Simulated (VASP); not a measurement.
Here is a VASP 6.6.1 calculation.

INCAR

```
SYSTEM = FeCl
PREC = Accurate
ENCUT = 520
EDIFF = 1E-7
ISMEAR = 0
SIGMA = 0.1
LREAL = .False.
LASPH = .True.
NELM = 150
ALGO = Normal
ISIF = 2
LWAVE = .False.
LCHARG = .False.
ISPIN = 2
MAGMOM = 4 4 0 0
LORBIT = 11
LMAXMIX = 4
GGA = PE
NBANDS = 27
```

KPOINTS

```
Automatic mesh
0
Gamma
  4 6 4
  0 0 0
```

File POSCAR:

```
FeCl
1.0
    4.7805725434      0.0000000000      0.0000000000
    0.0000000000      3.1636141832      0.0000000000
    0.0000000000      0.0000000000      4.8810047397
Fe Cl
2 2
Direct
    0.7500000000      0.0000000000      0.6870000000
    0.2500000000      0.0000000000      0.3130000000
    0.7500000000      0.5000000000      0.1880000000
    0.2500000000      0.5000000000      0.8120000000
```

Potentials or basis: VASP PAW PBE potentials, release 64 (Fe, Cl).

Launch:

```console
$ cat potpaw_PBE.64/Fe/POTCAR potpaw_PBE.64/Cl/POTCAR > POTCAR
$ mpirun -np 1 vasp_std > vasp.out
```

(1) Estimate the net moment.

(2) Predict the pressure.

(3) Estimate the largest force.

Answers

(1) 6.32 μB per cell.

(2) -4.9 GPa.

(3) 0.827 eV/Å.

Caveat: the cell stands under tension; only a ferromagnetic start was run, and an antiferromagnetic order may lie lower in energy.
